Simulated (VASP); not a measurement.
Crystal: B.

```xyz
4
Lattice="3.1351 0.0000 0.0000 1.1649 2.4028 0.0000 -2.3083 -1.0309 4.1134" Properties=species:S:1:pos:R:3 pbc="T T T"
B    -0.1180    0.0434    1.3166
B    -0.0430    0.0528    2.5276
B     0.9349    0.4443    2.1390
B     1.9122    0.1665    1.2715
```

```yaml
Program: VASP 6.6.1
Task: relaxation of cell and atoms
Functional: PBE
Potentials_or_basis: VASP PAW PBE potentials, release 64 (B)
Cutoff: 600 eV
k_mesh: 6 × 8 × 4
Occupations: gaussian, width 0.1 eV
Spin: no spin polarisation
```

At the start: pressure 209.6 GPa; volume 7.75 Å³/atom.

Task: How do energy, volume and symmetry change on relaxing?

Result: Over 45 steps the energy falls by 4986.0 meV/atom and the volume is 7.77 Å³/atom (+0.4 %); space group Cccm (No. 66, to 0.05 Å).

The path:
```tsv
step	energy change (eV)	largest force (eV/Å)	pressure (GPa)	volume (Å³)
1	0.0000	42.3075	209.61	30.99
3	-8.1087	6.3992	-7.73	92.23
5	-7.6504	11.6110	1.07	82.40
7	-8.0864	9.0484	-2.78	85.33
9	-8.8856	2.1155	-20.55	82.36
11	-13.7659	3.0463	-23.36	53.91
13	-13.1491	3.6955	-24.92	51.49
15	-14.8637	8.2811	-8.14	38.70
17	-15.8546	5.5652	22.91	30.92
19	-16.4018	3.0816	13.86	31.57
21	-16.9366	2.0746	-5.91	34.28
23	-17.8416	1.9277	-3.30	34.05
25	-18.0241	3.1365	-0.83	33.86
27	-19.0003	2.2904	-1.44	33.39
29	-19.2244	2.7497	-2.64	33.03
31	-19.4341	1.9459	-4.82	32.78
33	-19.7989	0.9452	-3.53	31.74
35	-19.8795	0.6478	0.56	30.98
37	-19.9173	0.4214	0.19	31.04
39	-19.9309	0.2444	-0.23	31.11
41	-19.9429	0.1236	0.13	31.07
43	-19.9438	0.0676	-0.01	31.09
45	-19.9442	0.0250	-0.04	31.10
```

Final structure:
```cif
data_structure
_symmetry_space_group_name_H-M 'P 1'
_symmetry_Int_Tables_number 1
_cell_length_a 4.1054
_cell_length_b 2.9219
_cell_length_c 5.5036
_cell_angle_alpha 121.746
_cell_angle_beta 138.564
_cell_angle_gamma 45.381
_cell_volume 31.10
loop_
_atom_site_label
_atom_site_type_symbol
_atom_site_fract_x
_atom_site_fract_y
_atom_site_fract_z
_atom_site_occupancy
B1 B 0.69064 0.76290 0.06616 1
B2 B 0.93842 0.26637 0.81549 1
B3 B 0.69307 0.76114 0.56584 1
B4 B 0.44272 0.26057 0.31618 1
```

Caveat: the k points lie up to 0.46 Å⁻¹ apart in the final cell.
